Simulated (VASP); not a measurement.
# MgI2 (P-3m1) in VASP: a series of runs, part 2 of 2

VASP 6.6.1. The steps go on from the part before.

### Step 3. Single point, PBE

Input file INCAR:

```
SYSTEM = MgI2
PREC = Accurate
ENCUT = 520
EDIFF = 1E-6
ISMEAR = 0
SIGMA = 0.05
LREAL = .False.
LASPH = .True.
NELM = 80
ALGO = Normal
ISIF = 2
LWAVE = .False.
LCHARG = .False.
GGA = PE
NBANDS = 15
```

Input file KPOINTS:

```
Automatic mesh
0
Gamma
  6 6 4
  0 0 0
```

Input file POSCAR:

```
MgI2
1.0
    4.2516112781      0.0000000000      0.0000000000
   -2.1258056391      3.6820033739      0.0000000000
    0.0000000000      0.0000000000      7.8941785324
Mg I
1 2
Direct
    0.0000000000      0.0000000000      0.0000000000
    0.3333333333      0.6666666667      0.7897071656
    0.6666666667      0.3333333333      0.2102928344
```

Potentials or basis: VASP PAW PBE potentials, release 64 (Mg, I).

On the command line:

```sh
$ cat potpaw_PBE.64/Mg/POTCAR potpaw_PBE.64/I/POTCAR > POTCAR
$ mpirun -np 1 vasp_std > vasp.out
```

Run time: 20 s. Hardware: 1 thread of AMD EPYC 9R45 (Zen 5), shared host; peak memory 0.22 GiB.

Results (log left out):

- Free energy: -7.7345 eV
- Pressure: -0.4 GPa
- Largest force: 0.020 eV/Å
- Band gap on the k mesh: 3.63 eV, indirect (least direct gap 3.68 eV)

Forces in eV/Å, atoms in the order of the input:
```
Mg   0.000  0.000  0.000
I    0.000  0.000  0.020
I    0.000  0.000 -0.020
```

Stress tensor (GPa, compression positive):
```
-0.54  0.00  0.00
 0.00 -0.54  0.00
 0.00  0.00 -0.10
```

Levels at points of the mesh, in eV from the valence-band top:
```csv
k point,band 5,band 6,band 7,band 8,band 9,band 10,band 11,band 12
"(0.00, 0.00, 0.00)",-0.29,-0.20,0.00,0.00,3.68,4.88,6.65,6.65
"(0.50, 0.00, 0.00)",-1.26,-1.12,-0.55,-0.35,3.68,5.48,5.91,7.30
"(0.00, 0.00, 0.50)",-0.27,-0.27,-0.01,-0.01,4.26,4.87,6.61,6.61
"(0.50, 0.00, 0.50)",-1.09,-1.07,-0.54,-0.39,3.63,5.50,5.87,6.43
```

Caveat: spin-orbit coupling is left out, which moves the levels of the heavy elements; this functional lacks dispersion, which binds the layers, so the pressure and a relaxed spacing across them are unreliable.

### Step 4. Single point, PBE

Input file INCAR:

```
SYSTEM = MgI2
  PREC = Accurate
  ENCUT = 520
  EDIFF = 1E-6
  ISMEAR = 0
  SIGMA = 0.05
  LREAL = .False.
  LASPH = .True.
  NELM = 100
  ALGO = Normal
  ISIF = 2
  LWAVE = .False.
  LCHARG = .False.
  GGA = PE
  NBANDS = 15
```

Input file KPOINTS:

```
regular mesh
0
Gamma
  6 6 4
  0 0 0
```

Input file POSCAR:

```
MgI2
1.0
    4.2516112781      0.0000000000      0.0000000000
   -2.1258056391      3.6820033739      0.0000000000
    0.0000000000      0.0000000000      7.8941785324
Mg I
1 2
Direct
    0.0000000000      0.0000000000      0.0000000000
    0.3333333333      0.6666666667      0.8050686935
    0.6666666667      0.3333333333      0.1949313065
```

On the command line:

```sh
$ cat potpaw_PBE.64/Mg/POTCAR potpaw_PBE.64/I/POTCAR > POTCAR
$ mpirun -np 1 vasp_std > vasp.out
```

It took 19 s on 1 thread of AMD EPYC 9R45 (Zen 5), shared host; peak memory 0.22 GiB.

Results (log left out):

| Quantity | Value |
| --- | --- |
| Free energy | -7.6671 eV |
| Pressure | 1.3 GPa |
| Largest force | 0.596 eV/Å |
| Band gap on the k mesh | 3.73 eV, indirect (least direct gap 3.93 eV) |

Forces in eV/Å, atoms in the order of the input:
```
Mg   0.000  0.000  0.000
I    0.000  0.000 -0.596
I    0.000  0.000  0.596
```

Stress tensor (GPa, compression positive):
```
0.75 0.00 0.00
0.00 0.75 0.00
0.00 0.00 2.34
```

Levels at points of the mesh, in eV from the valence-band top:
```
           k point  band 6  band 7  band 8  band 9  band 10  band 11
(0.00, 0.00, 0.00)   -0.09   -0.09   -0.07    3.87     4.80     6.51
(0.50, 0.00, 0.00)   -1.15   -0.45   -0.38    3.73     5.61     6.15
(0.00, 0.00, 0.50)   -0.47   -0.10   -0.10    4.34     4.82     6.48
(0.50, 0.00, 0.50)   -1.01   -0.45   -0.40    3.75     5.65     6.04
```

Caveat: spin-orbit coupling is left out, which moves the levels of the heavy elements; this functional lacks dispersion, which binds the layers, so the pressure and a relaxed spacing across them are unreliable. A k mesh can miss the band edges.

### Step 5. Single point, PBE

Input file INCAR:

```
SYSTEM = MgI2
PREC     = Accurate       ! precision mode
ENCUT    = 520            ! plane-wave cutoff, eV
EDIFF    = 1E-6           ! SCF threshold, eV
ISMEAR   = 0              ! smearing method
SIGMA    = 0.05           ! smearing width, eV
LREAL    = .FALSE.        ! projectors in reciprocal space
LASPH    = .TRUE.         ! aspherical terms in the spheres
NELM     = 60             ! most SCF steps
ALGO     = Normal         ! electronic algorithm
ISIF     = 2              ! what is computed and relaxed
LWAVE    = .FALSE.        ! write WAVECAR
LCHARG   = .TRUE.         ! write CHGCAR
GGA      = PE             ! functional
LELF     = .TRUE.         ! ELF
LVHAR    = .TRUE.       
NBANDS   = 15             ! bands
```

Input file KPOINTS:

```
regular mesh
0
G
  6 6 4
  0 0 0
```

Input file POSCAR:

```
MgI2
1.0
    4.2516112781      0.0000000000      0.0000000000
   -2.1258056391      3.6820033739      0.0000000000
    0.0000000000      0.0000000000      7.8941785324
Mg I
1 2
Direct
    0.0000000000      0.0000000000      0.0000000000
    0.3333333333      0.6666666667      0.7973879295
    0.6666666667      0.3333333333      0.2026120705
```

On the command line:

```sh
$ cat potpaw_PBE.64/Mg/POTCAR potpaw_PBE.64/I/POTCAR > POTCAR
$ mpirun -np 1 vasp_std > vasp.out
```

It took 19 s on 1 thread of AMD EPYC 9R45 (Zen 5), shared host; peak memory 0.22 GiB.

It converged, with:

```yaml
Free_energy: -7.7195 eV
Pressure: 0.4 GPa
Largest_force: 0.274 eV/Å
Band_gap_on_the_k_mesh: 3.74 eV, indirect (least direct gap 3.83 eV)
```

Forces in eV/Å, atoms in the order of the input:
```
Mg   0.000  0.000  0.000
I    0.000  0.000 -0.274
I    0.000  0.000  0.274
```

Stress tensor (GPa, compression positive):
```
0.04 0.00 0.00
0.00 0.04 0.00
0.00 0.00 1.10
```

Levels at points of the mesh, in eV from the valence-band top:
| k point | band 6 | band 7 | band 8 | band 9 | band 10 | band 11 |
| --- | --- | --- | --- | --- | --- | --- |
| (0.00, 0.00, 0.00) | -0.09 | 0.00 | 0.00 | 3.83 | 4.88 | 6.63 |
| (0.50, 0.00, 0.00) | -1.16 | -0.45 | -0.32 | 3.76 | 5.59 | 6.07 |
| (0.00, 0.00, 0.50) | -0.33 | -0.01 | -0.01 | 4.35 | 4.89 | 6.59 |
| (0.50, 0.00, 0.50) | -1.00 | -0.45 | -0.35 | 3.74 | 5.62 | 5.99 |

Caveat: spin-orbit coupling is left out, which moves the levels of the heavy elements; this functional lacks dispersion, which binds the layers, so the pressure and a relaxed spacing across them are unreliable.

### Step 6. Single point, PBE

Input file INCAR:

```
SYSTEM = MgI2
PREC = Accurate
ENCUT = 520
EDIFF = 1E-6
ISMEAR = 0
SIGMA = 0.05
LREAL = .FALSE.
LASPH = .TRUE.
NELM = 60
ALGO = Normal
ISIF = 2
LWAVE = .FALSE.
LCHARG = .FALSE.
GGA = PE
NBANDS = 15
```

Input file KPOINTS:

```
Automatic mesh
0
G
  6 6 4
  0 0 0
```

Input file POSCAR:

```
MgI2
1.0
    4.2516112781      0.0000000000      0.0000000000
   -2.1258056391      3.6820033739      0.0000000000
    0.0000000000      0.0000000000      7.8941785324
Mg I
1 2
Direct
    0.0000000000      0.0000000000      0.0000000000
    0.3333333333      0.6666666667      0.7666648737
    0.6666666667      0.3333333333      0.2333351263
```

Potentials or basis: VASP PAW PBE potentials, release 64 (Mg, I).

On the command line:

```sh
$ cat potpaw_PBE.64/Mg/POTCAR potpaw_PBE.64/I/POTCAR > POTCAR
$ mpirun -np 1 vasp_std > vasp.out
```

OUTCAR:

```text
SYSTEM = MgI2
   PREC = Accurate
   ENCUT = 520
   EDIFF = 1E-6
   ISMEAR = 0
   LREAL = .FALSE.
   LASPH = .TRUE.
   NELM = 60
   ISIF = 2
   GGA = PE

 ion  position               nearest neighbor table
   1  0.000  0.000  0.000-   2 3.07   3 3.07   3 3.07   2 3.07   3 3.07   2 3.07
   2  0.333  0.667  0.767-   1 3.07   1 3.07   1 3.07
   3  0.667  0.333  0.233-   1 3.07   1 3.07   1 3.07

  LATTYP: Found a hexagonal cell.
 ALAT       =     4.2516112781
 C/A-ratio  =     1.8567498334

  Lattice vectors:
[... 620 lines left out ...]

  FORCE on cell =-STRESS in cart. coord.  units (eV):
  Direction    XX          YY          ZZ          XY          YZ          ZX
  --------------------------------------------------------------------------------------
  -------------------------------------------------------------------------------------
  Total       -1.3051873     -1.3051873     -2.6951551      0.0000000      0.0000000     -0.0000000
  in kB      -16.9214958    -16.9214958    -34.9421533      0.0000000      0.0000000     -0.0000000
  external PRESSURE =     -22.9283816 kB  Pullay stress =       0.0000000 kB

 VOLUME and BASIS-vectors are now :
 -----------------------------------------------------------------------------
  energy-cutoff  :      520.00
  volume of cell :      123.58
      direct lattice vectors                 reciprocal lattice vectors
     4.251611278  0.000000000  0.000000000     0.235204946  0.135795639  0.000000000
    -2.125805639  3.682003374  0.000000000     0.000000000  0.271591277  0.000000000
     0.000000000  0.000000000  7.894178532     0.000000000  0.000000000  0.126675625

 POSITION                                       TOTAL-FORCE (eV/Angst)
 -----------------------------------------------------------------------------------
      0.00000      0.00000      0.00000        -0.000000      0.000000      0.000000
     -0.00000      2.45467      6.05219        -0.000000      0.000000      0.746813
      2.12581      1.22733      1.84199         0.000000     -0.000000     -0.746813
 -----------------------------------------------------------------------------------
    total drift:                                0.000000     -0.000000     -0.000000

  FREE ENERGIE OF THE ION-ELECTRON SYSTEM (eV)
  ---------------------------------------------------
  free  energy   TOTEN  =        -7.5883845881 eV

  energy  without entropy=       -7.5883845881  energy(sigma->0) =       -7.58838459
```

OSZICAR:

```text
N       E                     dE             d eps       ncg     rms          rms(c)
DAV:   1     0.761577013231E+02    0.76158E+02   -0.55507E+03   720   0.819E+02
DAV:   2    -0.105309029825E+01   -0.77211E+02   -0.69346E+02  1026   0.124E+02
DAV:   3    -0.769711821602E+01   -0.66440E+01   -0.66143E+01   944   0.424E+01
DAV:   4    -0.783942069956E+01   -0.14230E+00   -0.14229E+00   992   0.739E+00
DAV:   5    -0.784145953181E+01   -0.20388E-02   -0.20388E-02   981   0.855E-01    0.341E+00
DAV:   6    -0.763144937302E+01    0.21001E+00   -0.15810E-01   818   0.211E+00    0.244E+00
DAV:   7    -0.759022658876E+01    0.41223E-01   -0.11979E-01   819   0.174E+00    0.895E-01
DAV:   8    -0.758833722617E+01    0.18894E-02   -0.91523E-03   832   0.560E-01    0.282E-01
DAV:   9    -0.758841613500E+01   -0.78909E-04   -0.18540E-03   895   0.263E-01    0.107E-01
DAV:  10    -0.758838107444E+01    0.35061E-04   -0.72920E-05   923   0.541E-02    0.492E-02
DAV:  11    -0.758838656508E+01   -0.54906E-05   -0.21826E-05   888   0.294E-02    0.214E-02
DAV:  12    -0.758838421679E+01    0.23483E-05   -0.69649E-06   846   0.156E-02    0.110E-02
DAV:  13    -0.758838458809E+01   -0.37130E-06   -0.42684E-07   717   0.404E-03
   1 F= -.75883846E+01 E0= -.75883846E+01  d E =-.348225E-15
```

Run time: 20 s. Hardware: 1 thread of AMD EPYC 9R45 (Zen 5), shared host; peak memory 0.22 GiB.

Results:

- Free energy: -7.5884 eV
- Pressure: -2.3 GPa
- Largest force: 0.747 eV/Å
- Band gap on the k mesh: 3.15 eV, direct

Forces in eV/Å, atoms in the order of the input:
```
Mg   0.000  0.000  0.000
I    0.000  0.000  0.747
I    0.000  0.000 -0.747
```

Levels at points of the mesh, in eV from the valence-band top:
```tsv
k point	band 4	band 5	band 6	band 7	band 8	band 9	band 10	band 11	band 12	band 13
(0.00, 0.00, 0.00)	-0.51	-0.19	-0.19	0.00	0.00	3.15	4.88	6.69	6.69	6.96
(0.50, 0.00, 0.00)	-2.47	-1.50	-0.95	-0.81	-0.41	3.34	5.12	5.53	6.68	6.80
(0.00, 0.00, 0.50)	-1.18	-0.16	-0.16	-0.03	-0.03	3.93	4.79	6.63	6.63	7.41
(0.50, 0.00, 0.50)	-2.61	-1.22	-0.90	-0.80	-0.48	3.19	5.01	5.62	5.94	7.08
```

Caveat: spin-orbit coupling is left out, which moves the levels of the heavy elements; this functional lacks dispersion, which binds the layers, so the pressure and a relaxed spacing across them are unreliable.
